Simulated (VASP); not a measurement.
Write the native input for VASP 6.6.1 that does the following.

| Item | Value |
| --- | --- |
| Task | single point |
| Functional | PBE |
| Dispersion | D3(BJ) |
| Potentials or basis | VASP PAW PBE potentials, release 64 (C) |
| Cutoff | 520 eV |
| k mesh | 14 × 14 × 14 |
| Occupations | fermi-dirac, width 0.1 eV |
| Spin | no spin polarisation |
| Dipole correction | no |
| Further INCAR settings | ALGO = Normal; EDIFF = 1e-07; NBANDS = 11 |

The structure of C lies in POSCAR:

```
C
1.0
    0.0000000000      2.1270000000      3.3480000000
    1.2280000000      0.0000000000      3.3480000000
    1.2280000000      2.1270000000      0.0000000000
C
2
Direct
    0.1666666667      0.8333333333      0.1666666667
    0.8333333333      0.1666666667      0.8333333333
```

These files were run (other wordings do the same):

INCAR

```
ALGO = Normal ; EDIFF = 1E-7
ENCUT = 520 ; GGA = PE
ISIF = 2 ; ISMEAR = -1
IVDW = 12 ; LASPH = True
LCHARG = True ; LELF = True
LREAL = False ; LVHAR = True
LWAVE = False ; NBANDS = 11
NELM = 100 ; PREC = Accurate
SIGMA = 0.1
```

KPOINTS

```
k-points
0
Gamma
  14 14 14
```

Potentials or basis: VASP PAW PBE potentials, release 64 (C).

Run with:

```sh
$ cat potpaw_PBE.64/C/POTCAR > POTCAR
$ mpirun -np 1 vasp_std > vasp.out
```

Results of the run:

```
Pressure                   : 3.8 GPa
Largest force              : 0.022 eV/Å
Dispersion energy per atom : -0.157 eV
```

Caveat: three body term missing; the stress differs along the axes, from 0 to 6 GPa.

Wall time 2.1 min on 1 thread of Intel Xeon 8259CL, on a shared host, peak memory 0.2 GiB.
